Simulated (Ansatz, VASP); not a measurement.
## Two plane-wave programs on As

```
CELL_PARAMETERS angstrom
1.79508 1.03639 5.05426
-1.79508 1.03639 5.05426
0.00000 -2.07278 5.05426
ATOMIC_POSITIONS crystal
As 0.78834 0.78834 0.78834
As 0.21166 0.21166 0.21166
```

Alike in both runs: task single point; functional r2SCAN; k mesh 10 × 10 × 10; occupations fermi-dirac, width 0.2 eV; no spin polarisation.

```csv
,VASP,Ansatz
version,VASP 6.6.1,Ansatz 0.2.0
potentials or method,"VASP PAW PBE potentials, release 64 (As), cutoff 520 eV","plane waves (500 eV) with PAW, scalar-relativistic"
valence electrons in the cell,10,30
```

```csv
,VASP,Ansatz,Ansatz less VASP
pressure (GPa),0.1,0.0,-0.13
"traceless stress, the component that is largest in VASP (GPa)",-0.05,-0.13,-0.084
```

VASP's potentials were made for PBE, not for r2SCAN. With one functional, cell and mesh, what is left measures potentials, basis and numerics. VASP's potentials hold 10 valence electrons a cell and Ansatz's 30, so a difference there can come from the potentials and not from the codes.
